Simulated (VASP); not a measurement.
Input of a VASP 6.6.1 run:

File POSCAR:

```
AlCu
1.0
    2.9269754146      0.0000000000      0.0000000000
    0.0000000000      2.9269754146      0.0000000000
    0.0000000000      0.0000000000      2.9269754146
Al Cu
1 1
Direct
    0.0000000000      0.0000000000      0.0000000000
    0.5000000000      0.5000000000      0.5000000000
```

Contents of INCAR.step1:

```
SYSTEM = AlCu
PREC = Accurate ; ENCUT = 520
ISMEAR = 0 ; SIGMA = 0.1
LREAL = .FALSE. ; LASPH = .TRUE.
NELM = 80 ; NBANDS = 14
GGA = PE ; ALGO = Normal
EDIFF = 1E-4 ; LWAVE = .TRUE.
LCHARG = .FALSE.
```

The input INCAR.step2:

```
SYSTEM = AlCu
PREC = Accurate ; ENCUT = 520
EDIFF = 1E-7 ; ISMEAR = 0
SIGMA = 0.1 ; LREAL = .FALSE.
LASPH = .TRUE. ; NELM = 80
ALGO = Normal ; ISIF = 2
LWAVE = .FALSE. ; LCHARG = .FALSE.
METAGGA = R2SCAN ; LMIXTAU = .TRUE.
NBANDS = 14 ; ISTART = 1
```

Contents of KPOINTS:

```
Automatic mesh
0
G
  14 14 14
  0 0 0
```

Potentials or basis: VASP PAW PBE potentials, release 64 (Al, Cu).

The run is started by

```console
$ cat potpaw_PBE.64/Al/POTCAR potpaw_PBE.64/Cu/POTCAR > POTCAR
$ cp INCAR.step1 INCAR
$ mpirun -np 1 vasp_std > vasp.out
$ cp INCAR.step2 INCAR
$ mpirun -np 1 vasp_std > vasp.out
```

Question: Estimate the pressure.

Answer: 4.3 GPa.

Question: What does it give for the band gap on the k mesh?

Answer: Zero (band 7 reaches 14.23 eV, above the bottom of band 8 at 9.06 eV).

Caveat: the PAW data sets were made with another functional, which shifts forces and pressure a little.
